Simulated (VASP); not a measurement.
Si4W, 5 atoms in the cell. It takes space group Im-3m (No. 229, cubic). The conventional cell has a = 5.611 Å, b = 5.611 Å, c = 5.611 Å, α = 90.00°, β = 90.00°, γ = 90.00°. Si (site symmetry -3m) has 2 W at 2.43 Å and 6 Si at 2.81 Å within 3.2 Å. Within 3.2 Å of W (site symmetry m-3m) lie 8 Si at 2.43 Å. 

| Property | Result |
| --- | --- |
| Program | VASP 6.6.1 |
| Task | single point |
| Functional | PBE |
| Potentials or basis | VASP PAW PBE potentials, release 64 (Si, W_sv) |
| Cutoff | 520 eV |
| k mesh | 4 × 4 × 4 |
| Occupations | gaussian, width 0.1 eV |
| Spin | no spin polarisation |
| Dipole correction | no |
| Further INCAR settings | ALGO = Normal; EDIFF = 1e-07; NBANDS = 23 |

Potentials or basis: VASP PAW PBE potentials, release 64 (Si, W_sv).

The run is started by

```console
$ cat potpaw_PBE.64/Si/POTCAR potpaw_PBE.64/W_sv/POTCAR > POTCAR
$ mpirun -np 1 vasp_std > vasp.out
```

Hardware: 1 thread of Intel(R) Xeon(R) Platinum 8488C (Sapphire Rapids), with other jobs on the host.

**Question.** How long does it take, and how much memory?

**Answer.** It took 18 s on 1 thread of Intel(R) Xeon(R) Platinum 8488C (Sapphire Rapids), on a shared host, peak memory 0.2 GiB. Counts: scf iterations 15, k points 8.
